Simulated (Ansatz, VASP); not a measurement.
## Two plane-wave programs on BP

```xyz
2
Lattice="0.0000 2.2690 2.2690 2.2690 0.0000 2.2690 2.2690 2.2690 0.0000" Properties=species:S:1:pos:R:3 pbc="T T T"
P     3.4035    3.4035    3.4035
B     0.0000    0.0000    0.0000
```

Alike in both runs: functional r2SCAN50; k mesh 5 × 5 × 5; no spin polarisation.

|  | VASP | Ansatz |
| --- | --- | --- |
| version | VASP 6.6.1 | Ansatz 0.2.0 |
| potentials or method | VASP PAW PBE potentials, release 64 (P, B_h) | SPMS NC |
| plane-wave cutoff (eV) | 910 | 789 |
| occupations | gaussian, width 0.01 eV | fixed |
| valence electrons in the cell | 8 | 8 |
| task | single point | projected density of states |

```tsv
	VASP	Ansatz	Ansatz less VASP
gap on the k mesh at the Fermi level (eV)	4.25	4.14	-0.114
least direct gap on the mesh (eV)	6.81	6.69	-0.127
pressure (GPa)	-5.1	-2.3	+2.72
```

VASP's potentials were made for PBE, not for r2SCAN50.

The k mesh is coarse, so the values compare programs but aren't converged. Noted on Ansatz's run: the meta-GGA runs on potentials made for a GGA; odd divisions of the mesh miss points on the zone boundary, where band edges often lie, so the gap on the mesh can be too wide.
